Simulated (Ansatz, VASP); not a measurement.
## Li3Ta2O: VASP beside Ansatz

```
Li Ta O
1.0
     2.83754    0.00000    0.00000
    -1.41877    2.45738    0.00000
     0.00000    0.00000   12.71609
Li Ta O
3 2 1
Direct
  0.00000 0.00000 0.50000
  0.33333 0.66667 0.06655
  0.66667 0.33333 0.93345
  0.33333 0.66667 0.70446
  0.66667 0.33333 0.29554
  0.00000 0.00000 0.00000
```

Change from the starting cell: species swapped into the K3I2Br type (P-3m1, No. 164).

Alike in both runs: functional PBE; k mesh 6 × 6 × 2; occupations gaussian, width 0.1 eV; no spin polarisation.

Ansatz relaxed the structure, and its values are those at the end. VASP's run is a single point on that final structure, the one shown.

```csv
,VASP,Ansatz
version,VASP 6.6.1,Ansatz 0.2.0
potentials or method,"VASP PAW PBE potentials, release 64 (Li_sv, Ta_pv, O), cutoff 520 eV","scalar-relativistic, plane waves, PAW"
valence electrons in the cell,37,41
```

|  | VASP | Ansatz | Ansatz less VASP |
| --- | --- | --- | --- |
| gap on the k mesh at the Fermi level (eV) | none | none | - |
| rms of the force components (eV/Å) | 0.016 | 0.008 | -0.0085 |

A gap of «none» marks a metal or a gap that the smearing closes. With one functional, cell and mesh, what is left measures potentials, basis and numerics. VASP's potentials hold 37 valence electrons a cell and Ansatz's 41, so a difference there can come from the potentials and not from the codes.

The k mesh is coarse, so the values compare programs but aren't converged. Neither program's run includes spin-orbit coupling. Noted on VASP's run: the cutoff is under 1.25 times that of the potentials, so the pressure is a little rough.
